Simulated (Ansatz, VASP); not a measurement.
**BaO: VASP beside Ansatz**

File POSCAR:

```
BaO
1.0
    0.0000000000      2.7719426837      2.7719426837
    2.7719426837      0.0000000000      2.7719426837
    2.7719426837      2.7719426837      0.0000000000
Ba O
1 1
Direct
    0.0000000000      0.0000000000      0.0000000000
    0.5000000000      0.5000000000      0.5000000000
```

INCAR.step1

```
  ALGO = Normal
  EDIFF = 1E-5
  ENCUT = 520
  GGA = PE
  GGA_COMPAT = F
  ISIF = 2
  ISMEAR = 0
  LASPH = T
  LCHARG = F
  LREAL = F
  LWAVE = T
  NBANDS = 15
  NELM = 120
  PREC = Accurate
  SIGMA = 0.01
```

Contents of INCAR.step2:

```
  ALGO = Normal
  EDIFF = 1E-6
  ENCUT = 520
  GGA = PE
  GGA_COMPAT = F
  HFSCREEN = 0.2079
  ISIF = 2
  ISMEAR = 0
  ISTART = 1
  LASPH = T
  LCHARG = F
  LHFCALC = T
  LREAL = F
  LWAVE = F
  NBANDS = 15
  NELM = 120
  PREC = Accurate
  PRECFOCK = Normal
  SIGMA = 0.01
```

Contents of KPOINTS:

```
k-points
0
Gamma
  6 6 6
```

Input for Ansatz:

```yaml
crystal:
  lattice:
    - [0.0, 2.7719426837, 2.7719426837]
    - [2.7719426837, 0.0, 2.7719426837]
    - [2.7719426837, 2.7719426837, 0.0]
  atoms:
    - { symbol: Ba, position: [0.0, 0.0, 0.0] }
    - { symbol: O, position: [0.5, 0.5, 0.5] }
kpoints:
  mp_grid: { grid: [6, 6, 6] }
  band_path:
    path:
      - [0.0, 0.0, 0.0]
      - [0.5, 0.0, 0.5]
      - [0.625, 0.25, 0.625]
      - [0.375, 0.375, 0.75]
      - [0.5, 0.5, 0.5]
      - [0.5, 0.25, 0.75]
    npoints: 1
hamiltonian:
  xc: hse06
scf:
  occupations: { method: fixed }
  n_extra_bands: 4
output:
  forces: true
  stress: true
  eigenvalues: true
```

Alike in both runs: task single point; functional HSE06; k mesh 6 × 6 × 6; no spin polarisation.

```csv
,VASP,Ansatz
version,VASP 6.6.1,Ansatz 0.2.0
potentials or method,"VASP PAW PBE potentials, release 64 (Ba_sv, O)","plane waves, PAW"
plane-wave cutoff (eV),520,420
occupations,"gaussian, width 0.01 eV",fixed
valence electrons in the cell,16,16
```

```csv
,VASP,Ansatz,Ansatz less VASP
gap on the k mesh at the Fermi level (eV),3.26,3.32,+0.066
pressure (GPa),1.1,-0.5,-1.59
```

Ansatz's warnings: stress exchange threshold loose, stress scf threshold loose.

Spin-orbit coupling is off throughout.
